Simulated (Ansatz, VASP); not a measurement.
# Al5As in VASP and in Ansatz

INCAR

```
PREC = Accurate
ENCUT = 600
EDIFF = 1E-6
ISMEAR = 0
SIGMA = 0.1
LREAL = F
LASPH = T
NELM = 60
ALGO = Fast
ISIF = 3
LWAVE = F
LCHARG = F
GGA = PE
IBRION = 2
NSW = 100
EDIFFG = -0.01
```

The input KPOINTS:

```
regular mesh
0
Gamma
  6 6 14
```

POSCAR

```
Al5As
1.0
    7.7984236153      0.0000000000      0.0000000000
    0.0000000000      7.7984236153      0.0000000000
    0.0000000000      0.0000000000      2.6511157297
Al As
5 1
Direct
    0.1700727036      0.5000000000      0.0000000000
    0.8299272964      0.5000000000      0.0000000000
    0.5000000000      0.1700727036      0.0000000000
    0.5000000000      0.8299272964      0.0000000000
    0.0000000000      0.0000000000      0.5000000000
    0.5000000000      0.5000000000      0.0000000000
```

Input for Ansatz:

```yaml
crystal:
  lattice:
    - [7.7984236153, 0.0, 0.0]
    - [0.0, 7.7984236153, 0.0]
    - [0.0, 0.0, 2.6511157297]
  atoms:
    - { symbol: Al, position: [0.1700727036, 0.5, 0.0] }
    - { symbol: Al, position: [0.8299272964, 0.5, 0.0] }
    - { symbol: Al, position: [0.5, 0.1700727036, 0.0] }
    - { symbol: Al, position: [0.5, 0.8299272964, 0.0] }
    - { symbol: Al, position: [0.0, 0.0, 0.5] }
    - { symbol: As, position: [0.5, 0.5, 0.0] }
basis:
  ecutwfc: 420
kpoints:
  mp_grid: { grid: [6, 6, 14] }
hamiltonian:
  xc: pbe
scf:
  occupations: { method: gaussian, width: 0.1 }
output:
  forces: true
  stress: true
  eigenvalues: true
  write_density: true
  write_potential: true
  elf: true
  volumetric_format: npy
relax:
  adjacent_minimum: "off"
  f_tol: 0.01
  max_steps: 80
  cell: { stress_tol: 0.05 }
```

Alike in both runs: task relaxation of cell and atoms; functional PBE; k mesh 6 × 6 × 14; occupations gaussian, width 0.1 eV; no spin polarisation.

|  | VASP | Ansatz |
| --- | --- | --- |
| version | VASP 6.6.1 | Ansatz 0.2.0 |
| potentials or method | VASP PAW PBE potentials, release 64 (Al, As), cutoff 600 eV | scalar-relativistic, plane waves, PAW |
| valence electrons in the cell | 20 | 30 |

|  | VASP | Ansatz | Ansatz less VASP |
| --- | --- | --- | --- |
| gap on the k mesh at the Fermi level, each at its own relaxed structure (eV) | none | none | - |
| relaxed volume (Å³/atom) | 26.57 | 26.54 | -0.030 |
| relaxed cell length with the largest relative difference (Å) | 7.741 | 7.737 | -0.0035 |

A gap of «none» marks a metal or a gap that the smearing closes. VASP's potentials hold 20 valence electrons a cell and Ansatz's 30, so a difference there can come from the potentials and not from the codes.
